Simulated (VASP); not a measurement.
# Ta2Re (I4_1/amd) in VASP: single point with PBE

Aim: the single point of Ta2Re with PBE.

Everything below comes from runs of VASP 6.6.1. Logs are shortened: lines on timing, memory, paths and dates and some standing lists are left out, and cuts for length are marked.

## Step 1: The cell of the first run

It takes space group I4_1/amd (No. 141, tetragonal). Conventional cell: a = 5.168 Å, b = 5.168 Å, c = 8.339 Å, α = 90.00°, β = 90.00°, γ = 90.00°. Ta (site symmetry 2mm) has 3 Re at 2.65 to 2.66 Å and 7 Ta at 2.75 to 3.32 Å within 3.5 Å. Within 3.5 Å of Re (site symmetry -4m2) lie 6 Ta at 2.65 to 2.66 Å and 4 Re at 3.32 Å.

## Step 2: Single point, PBE

INCAR reads:

```
ALGO     = Fast           # electronic algorithm
EDIFF    = 1E-6           # SCF threshold, eV
ENCUT    = 520            # plane-wave cutoff, eV
GGA      = PE             # functional
ISIF     = 2              # what is computed and relaxed
ISMEAR   = 0              # smearing method
LASPH    = T              # aspherical terms in the spheres
LCHARG   = F              # write CHGCAR
LREAL    = F              # projectors in reciprocal space
LWAVE    = F              # write WAVECAR
NBANDS   = 38             # bands
NELM     = 60             # most SCF steps
PREC     = Accurate       # precision mode
SIGMA    = 0.1            # smearing width, eV
```

KPOINTS reads:

```
k-points
0
Gamma
  10 10 10
```

POSCAR reads:

```
Ta2Re
1.0
   -2.5841544672      2.5841544672      4.1694508651
    2.5841544672     -2.5841544672      4.1694508651
    2.5841544672      2.5841544672     -4.1694508651
Ta Re
4 2
Direct
    0.3187368399      0.3187368399      0.0000000000
    0.0687368399      0.5687368399      0.5000000000
    0.4312631601      0.9312631601      0.5000000000
    0.6812631601      0.6812631601      0.0000000000
    0.0000000000      0.0000000000      0.0000000000
    0.7500000000      0.2500000000      0.5000000000
```

Potentials or basis: VASP PAW PBE potentials, release 64 (Ta_pv, Re).

The run is started by

```
> cat potpaw_PBE.64/Ta_pv/POTCAR potpaw_PBE.64/Re/POTCAR > POTCAR
> mpirun -np 1 vasp_std > vasp.out
```

OUTCAR:

```text
EDIFF = 1E-6
   ENCUT = 520
   GGA = PE
   ISIF = 2
   ISMEAR = 0
   LASPH = T
   LREAL = F
   NELM = 60
   PREC = Accurate

 ion  position               nearest neighbor table
   1  0.319  0.319  0.000-   6 2.65   6 2.65   5 2.66   3 2.75   3 2.75   4 3.02   2 3.32   2 3.32
                             2 3.32   2 3.32
   2  0.069  0.569  0.500-   5 2.65   5 2.65   6 2.66   4 2.75   4 2.75   3 3.02   1 3.32   1 3.32
                             1 3.32   1 3.32
   3  0.431  0.931  0.500-   5 2.65   5 2.65   6 2.66   1 2.75   1 2.75   2 3.02   4 3.32   4 3.32
                             4 3.32   4 3.32
   4  0.681  0.681  0.000-   6 2.65   6 2.65   5 2.66   2 2.75   2 2.75   1 3.02   3 3.32   3 3.32
                             3 3.32   3 3.32
   5  0.000  0.000  0.000-   3 2.65   2 2.65   2 2.65   3 2.65   1 2.66   4 2.66   6 3.32   6 3.32
                             6 3.32   6 3.32
   6  0.750  0.250  0.500-   4 2.65   1 2.65   1 2.65   4 2.65   3 2.66   2 2.66   5 3.32   5 3.32
                             5 3.32   5 3.32

  LATTYP: Found a body centered tetragonal cell.
 ALAT       =     5.1683089344
 C/A-ratio  =     1.6134681258

  Lattice vectors:

 A1 = (  -2.5841544672,   2.5841544672,   4.1694508651)
 A2 = (   2.5841544672,  -2.5841544672,   4.1694508651)
 A3 = (   2.5841544672,   2.5841544672,  -4.1694508651)

Analysis of symmetry for initial positions (statically):
=====================================================================
 Subroutine PRICEL returns:
 Original cell was already a primitive cell.

 Routine SETGRP: Setting up the symmetry group for a
 body centered tetragonal supercell.

 Subroutine GETGRP returns: Found 16 space group operations
 (whereof  8 operations were pure point group operations)
 out of a pool of 16 trial point group operations.

The static configuration has the point symmetry D_2d.
 The point group associated with its full space group is D_4h.

Analysis of symmetry for dynamics (positions and initial velocities):
=====================================================================
 Subroutine PRICEL returns:
 Original cell was already a primitive cell.

 Routine SETGRP: Setting up the symmetry group for a
 body centered tetragonal supercell.

 Subroutine GETGRP returns: Found 16 space group operations
 (whereof  8 operations were pure point group operations)
 out of a pool of 16 trial point group operations.

The dynamic configuration has the point symmetry D_2d.
 The point group associated with its full space group is D_4h.

 Subroutine INISYM returns: Found 16 space group operations
 (whereof  8 operations are pure point group operations),
 and found     1 'primitive' translations

----------------------------------------------------------------------------------------

                                     Primitive cell

  volume of cell :     111.3719

  direct lattice vectors                    reciprocal lattice vectors
    -2.584154467  2.584154467  4.169450865     0.000000000  0.193486886  0.119919869
     2.584154467 -2.584154467  4.169450865     0.193486886  0.000000000  0.119919869
     2.584154467  2.584154467 -4.169450865     0.193486886  0.193486886  0.000000000

  length of vectors
     5.544369138  5.544369138  5.544369138     0.227635564  0.227635564  0.273631778

  position of ions in fractional coordinates (direct lattice)
     0.318736840  0.318736840  0.000000000
     0.068736840  0.568736840  0.500000000
     0.431263160  0.931263160  0.500000000
     0.681263160  0.681263160  0.000000000
     0.000000000  0.000000000  0.000000000
     0.750000000  0.250000000  0.500000000

  ion indices of the primitive-cell ions
   primitive index   ion index
                 1           1
                 2           2
                 3           3
                 4           4
                 5           5
                 6           6

----------------------------------------------------------------------------------------

 KPOINTS: k-points

Automatic generation of k-mesh.
 Grid dimensions read from file:
 generate k-points for:   10   10   10

 Generating k-lattice:

  Cartesian coordinates                     Fractional coordinates (reciprocal lattice)
     0.000000000  0.019348689  0.011991987     0.100000000 -0.000000000  0.000000000
     0.019348689  0.000000000  0.011991987    -0.000000000  0.100000000  0.000000000
     0.019348689  0.019348689  0.000000000     0.000000000  0.000000000  0.100000000

  Length of vectors
     0.022763556  0.022763556  0.027363178

  Shift w.r.t. Gamma in fractional coordinates (k-lattice)
     0.000000000  0.000000000  0.000000000

 Subroutine IBZKPT returns following result:
 ===========================================

 Found    102 irreducible k-points:

 Following reciprocal coordinates:
            Coordinates               Weight
  0.000000  0.000000  0.000000      1.000000
  0.100000  0.000000 -0.000000      8.000000
  0.200000  0.000000 -0.000000      8.000000
  0.300000 -0.000000  0.000000      8.000000
  0.400000  0.000000 -0.000000      8.000000
  0.500000  0.000000 -0.000000      4.000000
[... 16 lines left out ...]
  0.300000  0.300000  0.000000      8.000000
  0.400000  0.300000  0.000000     16.000000
 [... further k-points ...]
   k-points           NKPTS =    102   k-points in BZ     NKDIM =    102   number of bands    NBANDS=     38
   number of dos      NEDOS =    301   number of ions     NIONS =      6
   total plane-waves  NPLWV =  74088
   dimension x,y,z NGX =    42 NGY =   42 NGZ =   42
   dimension x,y,z NGXF=    84 NGYF=   84 NGZF=   84
   ions per type =               4   2
   NGX,Y,Z   is equivalent  to a cutoff of  12.59, 12.59, 12.59 a.u.
   NGXF,Y,Z  is equivalent  to a cutoff of  25.19, 25.19, 25.19 a.u.
 SYSTEM =  unknown system
   PREC   = accura    normal or accurate (medium, high low for compatibility)
   ISTART =      0    job   : 0-new  1-cont  2-samecut
   ICHARG =      2    charge: 1-file 2-atom 10-const
   ISPIN  =      1    spin polarized calculation?
   LNONCOLLINEAR =      F non collinear calculations
   LSORBIT =      F    spin-orbit coupling
   LASPH  =      T    aspherical Exc in radial PAW
   ENCUT  =  520.0 eV  38.22 Ry    6.18 a.u.  10.31 10.31 10.31*2*pi/ulx,y,z
   NELM   =     60;   NELMIN=  2; NELMDL= -5     # of ELM steps
   EDIFF  = 0.1E-05   stopping-criterion for ELM
   LREAL  =      F    real-space projection
   EDIFFG = 0.1E-04   stopping-criterion for IOM
   NSW    =      0    number of steps for IOM
   IBRION =     -1    ionic relax: 0-MD 1-quasi-New 2-CG
   NFREE  =      0    steps in history (QN), initial steepest desc. (CG)
   ISIF   =      2    stress and relaxation
   ISYM   =      2    0-nonsym 1-usesym 2-fastsym
   POTIM  = 0.5000    time-step for ionic-motion
   TEBEG  =    0.0;   TEEND  =   0.0 temperature during run
   PSTRESS=    0.0 pullay stress
   NELECT =      58.0000    total number of electrons
   NUPDOWN=      -1.0000    fix difference up-down
   EMIN   =  10.00;   EMAX   =-10.00  energy-range for DOS
   EFERMI =   0.00;   METHOD = LEGACY
   ISMEAR =     0;   SIGMA  =   0.10  broadening in eV -4-tet -1-fermi 0-gaus
   EFERMI_NEDOS =   21; number of points for ismear=-14 and -15
   IALGO  =     68    algorithm
   IMIX   =      4    mixing-type and parameters
     AMIX     =   0.40;   BMIX     =  1.00
     AMIX_MAG =   1.60;   BMIX_MAG =  1.00
  volume/ion in A,a.u.               =      18.56       125.26
  Fermi-wavevector in a.u.,A,eV,Ry     =   1.317121  2.488997 23.603480  1.734807
  Thomas-Fermi vector in A             =   2.447184
   LORBIT       =      0    0 simple, 1 ext, 2 COOP (PROOUT), +10 PAW based schemes
   GGA     = PE    functional components
   LHFCALC =     F    Hartree Fock is set to
   AEXX    =    0.0000 exact exchange contribution
   IVDW    =     0    specifies the selected vdW correction
   LEPSILON=     F    determine dielectric tensor
   LRPA    =     F    only Hartree local field effects (RPA)
 non-spin polarized calculation
 RMM-DIIS sequential band-by-band and
 Gauss-broadening in eV      SIGMA  =   0.10
  energy-cutoff  :      520.00
  volume of cell :      111.37
 maximum number of plane-waves:      3052
 NGX is ok and might be reduce to    42
   NGX = 21   NGY = 21   NGZ = 21

 number of electron      58.0000002 magnetization

 Free energy of the ion-electron system (eV)
  ---------------------------------------------------
  ext. energy  EPLUGINS =         0.00000000
  ---------------------------------------------------
  free energy    TOTEN  =       -68.21998888 eV

  energy without entropy =      -68.18837083  energy(sigma->0) =      -68.20417985

 E-fermi :   5.6684     XC(G=0): -12.3723

 val. band max:        5.6634423317   @ k =   0.4000   0.2000   0.0000
 cond. band min:       5.6686408002   @ k =  -0.2000  -0.3000   0.1000
 fundamental gap:      0.0051984686
 Fermi energy:         5.6683530610

 k-point     1 :       0.0000    0.0000    0.0000
  band No.  band energies     occupation
      1     -29.0317      2.00000
      2     -29.0317      2.00000
      3     -28.7700      2.00000
      4     -28.6639      2.00000
      5     -28.6309      2.00000
      6     -28.6309      2.00000
[... 30 lines left out ...]
     37       8.4426      0.00000
     38       8.5007      0.00000

 k-point     2 :       0.1000    0.0000   -0.0000
  band No.  band energies     occupation
      1     -29.0323      2.00000
      2     -29.0219      2.00000
      3     -28.7561      2.00000
      4     -28.6768      2.00000
      5     -28.6273      2.00000
      6     -28.6258      2.00000
[... 30 lines left out ...]
     37       8.3398      0.00000
     38       8.6861      0.00000
[... 859 lines left out ...]
     37       7.9352      0.00000
     38       8.5614      0.00000

 k-point    24 :       0.4000    0.3000    0.0000
  band No.  band energies     occupation
      1     -28.9625      2.00000
      2     -28.8786      2.00000
      3     -28.7370      2.00000
      4     -28.6628      2.00000
      5     -28.6363      2.00000
      6     -28.5912      2.00000
[... 30 lines left out ...]
     37       8.3293      0.00000
     38       8.5643      0.00000

 [... further k-points ...]

------------------------ aborting loop because EDIFF is reached ----------------------------------------

  FORCE on cell =-STRESS in cart. coord.  units (eV):
  Direction    XX          YY          ZZ          XY          YZ          ZX
  --------------------------------------------------------------------------------------
  -------------------------------------------------------------------------------------
  Total        0.1115305      0.1115305      0.1100038      0.0000000      0.0000000      0.0000000
  in kB        1.6044584      1.6044584      1.5824956      0.0000000      0.0000000      0.0000000
  external PRESSURE =       1.5971375 kB  Pullay stress =       0.0000000 kB

 VOLUME and BASIS-vectors are now :
 -----------------------------------------------------------------------------
  energy-cutoff  :      520.00
  volume of cell :      111.37
      direct lattice vectors                 reciprocal lattice vectors
    -2.584154467  2.584154467  4.169450865     0.000000000  0.193486886  0.119919869
     2.584154467 -2.584154467  4.169450865     0.193486886  0.000000000  0.119919869
     2.584154467  2.584154467 -4.169450865     0.193486886  0.193486886  0.000000000

 POSITION                                       TOTAL-FORCE (eV/Angst)
 -----------------------------------------------------------------------------------
      0.00000      0.00000      2.65792        -0.000000     -0.000000      0.004430
      2.58415      0.00000      0.57319         0.000000      0.000000      0.004430
      2.58415      0.00000      3.59626         0.000000      0.000000     -0.004430
      0.00000      0.00000      5.68099        -0.000000     -0.000000     -0.004430
      0.00000      0.00000      0.00000        -0.000000     -0.000000      0.000000
     -0.00000      2.58415      2.08473        -0.000000     -0.000000      0.000000
 -----------------------------------------------------------------------------------
    total drift:                                0.000000     -0.000000      0.000000

  FREE ENERGIE OF THE ION-ELECTRON SYSTEM (eV)
  ---------------------------------------------------
  free  energy   TOTEN  =       -68.2199888774 eV

  energy  without entropy=      -68.1883708308  energy(sigma->0) =      -68.20417985
```

Run time: 16 min. Hardware: 1 thread of Intel Xeon Platinum 8375C at 2.90GHz (Ice Lake), shared host; peak memory 0.51 GiB.

Results:

| Item | Value |
| --- | --- |
| Free energy | -68.2200 eV |
| Pressure | 0.2 GPa |
| Largest force | 0.004 eV/Å |
| Band gap on the k mesh | zero (bands 29 and 30 overlap by 1.17 eV) |

Forces on the atoms (eV/Å):
```
Ta   0.000  0.000  0.004
Ta   0.000  0.000  0.004
Ta   0.000  0.000 -0.004
Ta   0.000  0.000 -0.004
Re   0.000  0.000  0.000
Re   0.000  0.000  0.000
```

Caveat: spin-orbit coupling is left out, which moves the levels of the heavy elements.
